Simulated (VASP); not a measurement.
# Rb2CS2 (Ibam) in VASP: a series of runs

Rb2CS2 is run at these levels: PBE; tasks: single point.

Program: VASP 6.6.1. These are calculated values, not measurements. Logs are shortened: lines on timing, memory, paths and dates and some standing lists are left out, and cuts for length are marked.

## 1. The cell of the first run

The structure is orthorhombic, space group Ibam (No. 72). Conventional cell: a = 7.445 Å, b = 13.519 Å, c = 6.292 Å, α = 90.00°, β = 90.00°, γ = 90.00°. C (site symmetry 222) has 4 S at 2.43 Å and 2 C at 3.15 Å within 3.2 Å. S (site symmetry m) has 2 C at 2.43 Å within 3.2 Å. Rb (site symmetry m) has 6 S at 3.44 to 3.95 Å and 2 C at 3.62 Å and 7 Rb at 3.92 to 4.69 Å within 4.7 Å.

## 2. Single point, PBE

INCAR

```
ALGO     = Normal         # electronic algorithm
EDIFF    = 1E-7           # SCF threshold, eV
ENCUT    = 520            # plane-wave cutoff, eV
GGA      = PE             # functional
ISIF     = 2              # what is computed and relaxed
ISMEAR   = -1             # smearing method
LASPH    = True           # aspherical terms in the spheres
LCHARG   = False          # write CHGCAR
LREAL    = False          # projectors in reciprocal space
LWAVE    = False          # write WAVECAR
NBANDS   = 45             # bands
NELM     = 100            # most SCF steps
PREC     = Accurate       # precision mode
SIGMA    = 0.1            # smearing width, eV
```

KPOINTS

```
k-points
0
Gamma
  3 3 3
```

POSCAR

```
Rb2CS2
1.0
    0.0000000000      0.0000000000      6.2921870000
    7.4448720000      0.0000000000      0.0000000000
    3.7224360000      6.7596380000     -3.1460940000
C S Rb
2 4 4
Direct
    0.2500000000      0.0000000000      0.0000000000
    0.7500000000      0.0000000000      0.0000000000
    0.9047000000      0.2732000000      0.8094000000
    0.0953000000      0.7268000000      0.1906000000
    0.5953000000      0.0826000000      0.1906000000
    0.4047000000      0.9174000000      0.8094000000
    0.1504000000      0.1924000000      0.3008000000
    0.8496000000      0.8076000000      0.6992000000
    0.3496000000      0.4932000000      0.6992000000
    0.6504000000      0.5068000000      0.3008000000
```

Potentials or basis: VASP PAW PBE potentials, release 64 (C, S, Rb_sv).

Run with:

```sh
$ cat potpaw_PBE.64/C/POTCAR potpaw_PBE.64/S/POTCAR potpaw_PBE.64/Rb_sv/POTCAR > POTCAR
$ mpirun -np 1 vasp_std > vasp.out
```

OUTCAR:

```text
EDIFF = 1E-7
   ENCUT = 520
   GGA = PE
   ISIF = 2
   ISMEAR = -1
   LASPH = True
   LREAL = False
   NELM = 100
   PREC = Accurate

 ion  position               nearest neighbor table
   1  0.250  0.000  0.000-   5 2.43   3 2.43   4 2.43   6 2.43   8 3.62  10 3.62   9 3.62   7 3.62

   2  0.750  0.000  0.000-   6 2.43   4 2.43   5 2.43   3 2.43   7 3.62   9 3.62   8 3.62  10 3.62

   3  0.905  0.273  0.809-   1 2.43   2 2.43  10 3.44   9 3.46   9 3.46   7 3.54   8 3.65   8 3.95

   4  0.095  0.727  0.191-   2 2.43   1 2.43   9 3.44  10 3.46  10 3.46   8 3.54   7 3.65   7 3.95

   5  0.595  0.083  0.191-   1 2.43   2 2.43   8 3.44   7 3.46   7 3.46   9 3.54  10 3.65  10 3.95

   6  0.405  0.917  0.809-   2 2.43   1 2.43   7 3.44   8 3.46   8 3.46  10 3.54   9 3.65   9 3.95

   7  0.150  0.192  0.301-   6 3.44   5 3.46   5 3.46   3 3.54   2 3.62   1 3.62   4 3.65  10 3.92
                            10 3.92   4 3.95   8 4.37   8 4.37   9 4.59   9 4.59   8 4.69   9 5.14
   8  0.850  0.808  0.699-   5 3.44   6 3.46   6 3.46   4 3.54   1 3.62   2 3.62   3 3.65   9 3.92
                             9 3.92   3 3.95   7 4.37   7 4.37  10 4.59  10 4.59   7 4.69  10 5.14
   9  0.350  0.493  0.699-   4 3.44   3 3.46   3 3.46   5 3.54   2 3.62   1 3.62   6 3.65   8 3.92
                             8 3.92   6 3.95  10 4.37  10 4.37   7 4.59   7 4.59  10 4.69   7 5.14
  10  0.650  0.507  0.301-   3 3.44   4 3.46   4 3.46   6 3.54   1 3.62   2 3.62   5 3.65   7 3.92
                             7 3.92   5 3.95   9 4.37   9 4.37   8 4.59   8 4.59   9 4.69   8 5.14

  LATTYP: Found a body centered orthorhombic cell.
 ALAT       =     6.2921870000
 B/A-ratio  =     1.1831930615
 C/A-ratio  =     2.1485814074

  Lattice vectors:

 A1 = (   3.7224360000,  -6.7596380000,   3.1460940000)
 A2 = (  -3.7224360000,  -6.7596380000,  -3.1460930000)
 A3 = (   3.7224360000,   6.7596380000,  -3.1460940000)

Analysis of symmetry for initial positions (statically):
=====================================================================
 Subroutine PRICEL returns:
 Original cell was already a primitive cell.

 Routine SETGRP: Setting up the symmetry group for a
 body centered orthorhombic supercell.

 Subroutine GETGRP returns: Found  8 space group operations
 (whereof  4 operations were pure point group operations)
 out of a pool of  8 trial point group operations.

The static configuration has the point symmetry C_2h.
 The point group associated with its full space group is D_2h.

Analysis of symmetry for dynamics (positions and initial velocities):
=====================================================================
 Subroutine PRICEL returns:
 Original cell was already a primitive cell.

 Routine SETGRP: Setting up the symmetry group for a
 body centered orthorhombic supercell.

 Subroutine GETGRP returns: Found  8 space group operations
 (whereof  4 operations were pure point group operations)
 out of a pool of  8 trial point group operations.

The dynamic configuration has the point symmetry C_2h.
 The point group associated with its full space group is D_2h.

 Subroutine INISYM returns: Found  8 space group operations
 (whereof  4 operations are pure point group operations),
 and found     1 'primitive' translations

----------------------------------------------------------------------------------------

                                     Primitive cell

  volume of cell :     316.6520

  direct lattice vectors                    reciprocal lattice vectors
     0.000000000  0.000000000  6.292187000     0.000000000  0.073968470  0.158927254
     7.444872000  0.000000000  0.000000000     0.134320644 -0.073968458  0.000000000
     3.722436000  6.759638000 -3.146094000     0.000000000  0.147936916  0.000000000

  length of vectors
     6.292187000  7.444872000  8.333495252     0.175297480  0.153340693  0.147936916

  position of ions in fractional coordinates (direct lattice)
     0.250000000  0.000000000  0.000000000
     0.750000000  0.000000000  0.000000000
     0.904700000  0.273200000  0.809400000
     0.095300000  0.726800000  0.190600000
     0.595300000  0.082600000  0.190600000
     0.404700000  0.917400000  0.809400000
     0.150400000  0.192400000  0.300800000
     0.849600000  0.807600000  0.699200000
     0.349600000  0.493200000  0.699200000
     0.650400000  0.506800000  0.300800000

  ion indices of the primitive-cell ions
   primitive index   ion index
                 1           1
                 2           2
                 3           3
                 4           4
                 5           5
                 6           6
                 7           7
                 8           8
                 9           9
                10          10

----------------------------------------------------------------------------------------

 KPOINTS: k-points

Automatic generation of k-mesh.
 Grid dimensions read from file:
 generate k-points for:    3    3    3

 Generating k-lattice:

  Cartesian coordinates                     Fractional coordinates (reciprocal lattice)
     0.000000000  0.024656157  0.052975751     0.333333333  0.000000000  0.000000000
     0.044773548 -0.024656153  0.000000000     0.000000000  0.333333333  0.000000000
     0.000000000  0.049312305  0.000000000     0.000000000  0.000000000  0.333333333

  Length of vectors
     0.058432493  0.051113564  0.049312305

  Shift w.r.t. Gamma in fractional coordinates (k-lattice)
     0.000000000  0.000000000  0.000000000

 Subroutine IBZKPT returns following result:
 ===========================================

 Found      8 irreducible k-points:

 Following reciprocal coordinates:
            Coordinates               Weight
  0.000000  0.000000  0.000000      1.000000
  0.333333  0.000000 -0.000000      4.000000
  0.000000  0.333333  0.000000      4.000000
  0.333333  0.333333 -0.000000      4.000000
 -0.333333  0.333333  0.000000      8.000000
  0.000000  0.000000  0.333333      2.000000
  0.333333  0.000000  0.333333      2.000000
  0.000000 -0.333333  0.333333      2.000000
   k-points           NKPTS =      8   k-points in BZ     NKDIM =      8   number of bands    NBANDS=     45
   number of dos      NEDOS =    301   number of ions     NIONS =     10
   total plane-waves  NPLWV = 172032
   dimension x,y,z NGX =    48 NGY =   56 NGZ =   64
   dimension x,y,z NGXF=    96 NGYF=  112 NGZF=  128
   ions per type =               2   4   4
   NGX,Y,Z   is equivalent  to a cutoff of  12.68, 12.50, 12.77 a.u.
   NGXF,Y,Z  is equivalent  to a cutoff of  25.36, 25.01, 25.53 a.u.
 SYSTEM =  unknown system
   PREC   = accura    normal or accurate (medium, high low for compatibility)
   ISTART =      0    job   : 0-new  1-cont  2-samecut
   ICHARG =      2    charge: 1-file 2-atom 10-const
   ISPIN  =      1    spin polarized calculation?
   LNONCOLLINEAR =      F non collinear calculations
   LSORBIT =      F    spin-orbit coupling
   LASPH  =      T    aspherical Exc in radial PAW
   ENCUT  =  520.0 eV  38.22 Ry    6.18 a.u.  11.70 13.84 15.49*2*pi/ulx,y,z
   NELM   =    100;   NELMIN=  2; NELMDL= -5     # of ELM steps
   EDIFF  = 0.1E-06   stopping-criterion for ELM
   LREAL  =      F    real-space projection
   EDIFFG = 0.1E-05   stopping-criterion for IOM
   NSW    =      0    number of steps for IOM
   IBRION =     -1    ionic relax: 0-MD 1-quasi-New 2-CG
   NFREE  =      0    steps in history (QN), initial steepest desc. (CG)
   ISIF   =      2    stress and relaxation
   ISYM   =      2    0-nonsym 1-usesym 2-fastsym
   POTIM  = 0.5000    time-step for ionic-motion
   TEBEG  =    0.0;   TEEND  =   0.0 temperature during run
   PSTRESS=    0.0 pullay stress
   NELECT =      68.0000    total number of electrons
   NUPDOWN=      -1.0000    fix difference up-down
   EMIN   =  10.00;   EMAX   =-10.00  energy-range for DOS
   EFERMI =   0.00;   METHOD = LEGACY
   ISMEAR =    -1;   SIGMA  =   0.10  broadening in eV -4-tet -1-fermi 0-gaus
   EFERMI_NEDOS =   21; number of points for ismear=-14 and -15
   IALGO  =     38    algorithm
   IMIX   =      4    mixing-type and parameters
     AMIX     =   0.40;   BMIX     =  1.00
     AMIX_MAG =   1.60;   BMIX_MAG =  1.00
  volume/ion in A,a.u.               =      31.67       213.69
  Fermi-wavevector in a.u.,A,eV,Ry     =   0.980356  1.852604 13.076524  0.961097
  Thomas-Fermi vector in A             =   2.111280
   LORBIT       =      0    0 simple, 1 ext, 2 COOP (PROOUT), +10 PAW based schemes
   GGA     = PE    functional components
   LHFCALC =     F    Hartree Fock is set to
   AEXX    =    0.0000 exact exchange contribution
   IVDW    =     0    specifies the selected vdW correction
   LEPSILON=     F    determine dielectric tensor
   LRPA    =     F    only Hartree local field effects (RPA)
 non-spin polarized calculation
  energy-cutoff  :      520.00
  volume of cell :      316.65
 maximum number of plane-waves:      8552
   NGX = 23   NGY = 27   NGZ = 31

 number of electron      67.9999998 magnetization

 Free energy of the ion-electron system (eV)
  ---------------------------------------------------
  ext. energy  EPLUGINS =         0.00000000
  ---------------------------------------------------
  free energy    TOTEN  =       -35.70018175 eV

  energy without entropy =      -35.69906560  energy(sigma->0) =      -35.69962367

 E-fermi :   1.7769     XC(G=0):  -7.6592

 val. band max:        1.0758493856   @ k =   0.0000  -0.3333   0.3333
 cond. band min:       2.5343604493   @ k =   0.3333   0.0000  -0.0000
 fundamental gap:      1.4585110637
 Fermi energy:         1.7768683244

 k-point     1 :       0.0000    0.0000    0.0000
  band No.  band energies     occupation
      1     -26.0857      2.00000
      2     -26.0679      2.00000
      3     -26.0448      2.00000
      4     -26.0394      2.00000
      5     -11.5188      2.00000
      6     -10.6147      2.00000
[... 37 lines left out ...]
     44       5.5248      0.00000
     45       5.8773      0.00000
[... 295 lines left out ...]
      5     -11.6173      2.00000
      6     -10.5427      2.00000
[... 37 lines left out ...]
     44       5.1701      0.00000
     45       5.7061      0.00000

------------------------ aborting loop because EDIFF is reached ----------------------------------------

  FORCE on cell =-STRESS in cart. coord.  units (eV):
  Direction    XX          YY          ZZ          XY          YZ          ZX
  --------------------------------------------------------------------------------------
  -------------------------------------------------------------------------------------
  Total       -8.8790185     -7.9285672     -7.2663470      0.0000000      0.0000006      0.0000000
  in kB      -44.9255338    -40.1164965    -36.7658339      0.0000000      0.0000030      0.0000000
  external PRESSURE =     -40.6026214 kB  Pullay stress =       0.0000000 kB

 VOLUME and BASIS-vectors are now :
 -----------------------------------------------------------------------------
  energy-cutoff  :      520.00
  volume of cell :      316.65
      direct lattice vectors                 reciprocal lattice vectors
     0.000000000  0.000000000  6.292187000     0.000000000  0.073968470  0.158927254
     7.444872000  0.000000000  0.000000000     0.134320644 -0.073968458  0.000000000
     3.722436000  6.759638000 -3.146094000     0.000000000  0.147936916  0.000000000

 POSITION                                       TOTAL-FORCE (eV/Angst)
 -----------------------------------------------------------------------------------
      0.00000      0.00000      1.57305         0.000000      0.000000      0.000000
      0.00000      0.00000      4.71914         0.000000      0.000000     -0.000000
      5.04688      5.47125      3.14609        -0.814096      0.749676     -0.000000
      6.12043      1.28839     -0.00000         0.814096     -0.749676      0.000000
      1.32444      1.28839      3.14609        -0.814096     -0.749676      0.000000
      9.84287      5.47125     -0.00000         0.814096      0.749676     -0.000000
      2.55210      2.03330     -0.00000        -0.306890     -0.294320      0.000000
      8.61521      4.72634      3.14609         0.306890      0.294320     -0.000000
      6.27454      4.72634     -0.00000        -0.306890      0.294320     -0.000000
      4.89277      2.03330      3.14609         0.306890     -0.294320      0.000000
 -----------------------------------------------------------------------------------
    total drift:                               -0.000000     -0.000000      0.000000

  FREE ENERGIE OF THE ION-ELECTRON SYSTEM (eV)
  ---------------------------------------------------
  free  energy   TOTEN  =       -35.7001817465 eV

  energy  without entropy=      -35.6990655954  energy(sigma->0) =      -35.69962367
```

Run time: 3.3 min. Hardware: 1 thread of Oxide Virtual Turin-like, shared host; peak memory 0.43 GiB.

Results:

- Free energy: -35.7002 eV
- Pressure: -4.1 GPa
- Largest force: 1.107 eV/Å
- Band gap on the k mesh: 1.46 eV (least direct gap 1.57 eV)

Forces on the atoms (eV/Å):
```
C    0.000  0.000  0.000
C    0.000  0.000  0.000
S   -0.814  0.750  0.000
S    0.814 -0.750  0.000
S   -0.814 -0.750  0.000
S    0.814  0.750  0.000
Rb  -0.307 -0.294  0.000
Rb   0.307  0.294  0.000
Rb  -0.307  0.294  0.000
Rb   0.307 -0.294  0.000
```

Caveat: the cell stands under tension; forces of over 1 eV/Å act on the atoms, so gaps and moduli don't describe the material at rest. A k mesh can miss the band edges.

## 3. Single point, PBE

INCAR

```
SYSTEM = Rb2CS2
PREC = Accurate
ENCUT = 520
EDIFF = 1E-6
ISMEAR = -4
SIGMA = 0.1
LREAL = .False.
LASPH = .True.
NELM = 100
ALGO = Normal
ISIF = 2
LWAVE = .False.
LCHARG = .False.
GGA = PE
NBANDS = 45
```

KPOINTS

```
Automatic mesh
0
Gamma
  3 3 3
  0 0 0
```

POSCAR is that of step 2.

Potentials or basis: VASP PAW PBE potentials, release 64 (C, S, Rb_sv).

Run with:

```sh
$ cat potpaw_PBE.64/C/POTCAR potpaw_PBE.64/S/POTCAR potpaw_PBE.64/Rb_sv/POTCAR > POTCAR
$ mpirun -np 1 vasp_std > vasp.out
```

Wall time 2.7 min (1 thread of Oxide Virtual Turin-like, shared host); peak memory 0.42 GiB.

It converged, with:

```
Free energy            : -35.7001 eV
Pressure               : -4.1 GPa
Largest force          : 1.107 eV/Å
Band gap on the k mesh : 1.46 eV (least direct gap 1.57 eV)
```

Forces in eV/Å, atoms in the order of the input:
```
C    0.000  0.000  0.000
C    0.000  0.000  0.000
S   -0.814  0.750  0.000
S    0.814 -0.750  0.000
S   -0.814 -0.750  0.000
S    0.814  0.750  0.000
Rb  -0.307 -0.294  0.000
Rb   0.307  0.294  0.000
Rb  -0.307  0.294  0.000
Rb   0.307 -0.294  0.000
```

Stress tensor (GPa, compression positive):
```
-4.49  0.00  0.00
 0.00 -4.01  0.00
 0.00  0.00 -3.68
```

Levels at points of the mesh, in eV from the valence-band top:
```tsv
k point	band 31	band 32	band 33	band 34	band 35	band 36	band 37	band 38
(0.00, 0.00, 0.00)	-1.19	-1.09	-0.37	-0.35	1.52	1.74	1.92	2.15
```

Caveat: the cell stands under tension; forces of over 1 eV/Å act on the atoms, so gaps and moduli don't describe the material at rest. A k mesh can miss the band edges.
